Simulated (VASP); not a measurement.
Input of a VASP 6.6.1 run:

INCAR

```
ALGO = Normal
EDIFF = 1E-7
ENCUT = 520
GGA = PE
ISIF = 2
ISMEAR = -1
LASPH = True
LCHARG = False
LREAL = False
LWAVE = False
NBANDS = 21
NELM = 60
PREC = Accurate
SIGMA = 0.05
```

File KPOINTS:

```
k-points
0
Gamma
  17 17 10
```

File POSCAR:

```
Ru
1.0
    2.7476360874      0.0000000000      0.0000000000
   -1.3738180437      2.3795226520      0.0000000000
    0.0000000000      0.0000000000      4.3334323220
Ru
2
Direct
    0.3333333333      0.6666666667      0.2500000000
    0.6666666667      0.3333333333      0.7500000000
```

Potentials or basis: VASP PAW PBE potentials, release 64 (Ru_pv).

The run is started by

```console
$ cat potpaw_PBE.64/Ru_pv/POTCAR > POTCAR
$ mpirun -np 1 vasp_std > vasp.out
```

Problem. Predict the pressure.

Solution. -8.4 GPa.

Problem. Estimate the band gap on the k mesh.

Solution. Zero (band 14 reaches 13.41 eV, above the bottom of band 15 at 10.57 eV).

Stress tensor (GPa, compression positive):
```
-8.28  0.00  0.00
 0.00 -8.28  0.00
 0.00  0.00 -8.52
```
